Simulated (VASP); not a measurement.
Set up this calculation in VASP 6.6.1, as the native input.

- Task: single point
- Functional: PBE
- Potentials or basis: VASP PAW PBE potentials, release 64 (Pb_d, F)
- Cutoff: 520 eV
- k mesh: 10 × 10 × 10
- Occupations: gaussian, width 0.05 eV
- Spin: no spin polarisation
- Dipole correction: no
- Further INCAR settings: ALGO = Normal; EDIFF = 1e-06; NBANDS = 21

The structure of PbF2 lies in POSCAR:

```
PbF2
1.0
   -0.0150018225      3.0003645022      3.0003645022
    2.9853626797      0.0000000000      2.9853626797
    3.0003645022      3.0003645022     -0.0150018225
Pb F
1 2
Direct
    0.0000000000      0.0000000000      0.0000000000
    0.2500000000      0.2500000000      0.2500000000
    0.7500000000      0.7500000000      0.7500000000
```

These files were run (other wordings do the same):

INCAR

```
SYSTEM = PbF2
  PREC = Accurate
  ENCUT = 520
  EDIFF = 1E-6
  ISMEAR = 0
  SIGMA = 0.05
  LREAL = .FALSE.
  LASPH = .TRUE.
  NELM = 60
  ALGO = Normal
  ISIF = 2
  LWAVE = .FALSE.
  LCHARG = .FALSE.
  GGA = PE
  NBANDS = 21
```

KPOINTS

```
regular mesh
0
G
  10 10 10
  0 0 0
```

Potentials or basis: VASP PAW PBE potentials, release 64 (Pb_d, F).

Run with:

```console
$ cat potpaw_PBE.64/Pb_d/POTCAR potpaw_PBE.64/F/POTCAR > POTCAR
$ mpirun -np 1 vasp_std > vasp.out
```

It gave:

The pressure is -0.2 GPa. The largest force is 0.021 eV/Å. The band gap on the k mesh is 4.42 eV (least direct gap 4.56 eV).

Caveat: spin-orbit coupling is left out, which moves the levels of the heavy elements.

Run time: 5.1 min on 1 thread of Intel Xeon 8259CL, on a shared host, peak memory 0.27 GiB.
